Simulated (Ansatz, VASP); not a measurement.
One calculation of InGa2N3, two programs

File INCAR:

```
PREC = Accurate
ENCUT = 520
EDIFF = 1E-6
ISMEAR = 0
SIGMA = 0.1
LREAL = F
LASPH = T
NELM = 150
ALGO = Normal
ISIF = 2
LWAVE = F
LCHARG = F
ISPIN = 2
MAGMOM = 0 0 0 1 1 1
LORBIT = 11
GGA = PE
NBANDS = 40
```

The input KPOINTS:

```
regular mesh
0
Gamma
  6 6 2
```

File POSCAR:

```
InGa2N3
1.0
    3.4288299000      0.0000000000      0.0000000000
   -1.7144149500      2.9694538000      0.0000000000
    0.0000000000      0.0000000000      8.3929804300
In Ga N
1 2 3
Direct
    0.0000000000      0.0000000000      0.0000000000
    0.3333333300      0.6666666700      0.6559943000
    0.6666666700      0.3333333300      0.3440057000
    0.3333333300      0.6666666700      0.1659022100
    0.6666666700      0.3333333300      0.8340977900
    0.0000000000      0.0000000000      0.5000000000
```

Input for Ansatz:

```yaml
crystal:
  lattice:
    - [3.4288299, 0.0, 0.0]
    - [-1.71441495, 2.9694538, 0.0]
    - [0.0, 0.0, 8.39298043]
  atoms:
    - { symbol: In, position: [0.0, 0.0, 0.0] }
    - { symbol: Ga, position: [0.33333333, 0.66666667, 0.6559943] }
    - { symbol: Ga, position: [0.66666667, 0.33333333, 0.3440057] }
    - { symbol: "N", position: [0.33333333, 0.66666667, 0.16590221], spin: 1.0 }
    - { symbol: "N", position: [0.66666667, 0.33333333, 0.83409779], spin: 1.0 }
    - { symbol: "N", position: [0.0, 0.0, 0.5], spin: 1.0 }
basis:
  ecutwfc: 420
kpoints:
  mp_grid: { grid: [6, 6, 2] }
hamiltonian:
  xc: pbe
scf:
  occupations: { method: gaussian, width: 0.1 }
  lower_state_search: "off"
output:
  forces: true
  stress: true
  eigenvalues: true
  populations: true
magnetization:
  spin_polarized: true
```

Change from the starting cell: species swapped into the CaSm2S3 type (P-3m1, No. 164).

Alike in both runs: task single point; functional PBE; k mesh 6 × 6 × 2; occupations gaussian, width 0.1 eV; collinear spin.

|  | VASP | Ansatz |
| --- | --- | --- |
| version | VASP 6.6.1 | Ansatz 0.2.0 |
| potentials or method | VASP PAW PBE potentials, release 64 (In_d, Ga_d, N), cutoff 520 eV | scalar-relativistic, plane waves, PAW |
| valence electrons in the cell | 54 | 54 |

```csv
,VASP,Ansatz,Ansatz less VASP
gap on the k mesh at the Fermi level (eV),none,none,-
pressure (GPa),-24.2,-24.3,-0.16
rms of the force components (eV/Å),0.390,0.389,-0.0013
net moment per atom (μB),0.00,0.00,-0.001
```

Atom by atom the forces differ by 0.003 eV/Å (rms over components). A gap of «none» marks a metal or a gap that the smearing closes. The functional is the same, so the differences come from potentials, cutoffs and numerics. Ansatz's warnings: seeded moment not kept.

The k mesh is coarse, so the values compare programs but aren't converged.
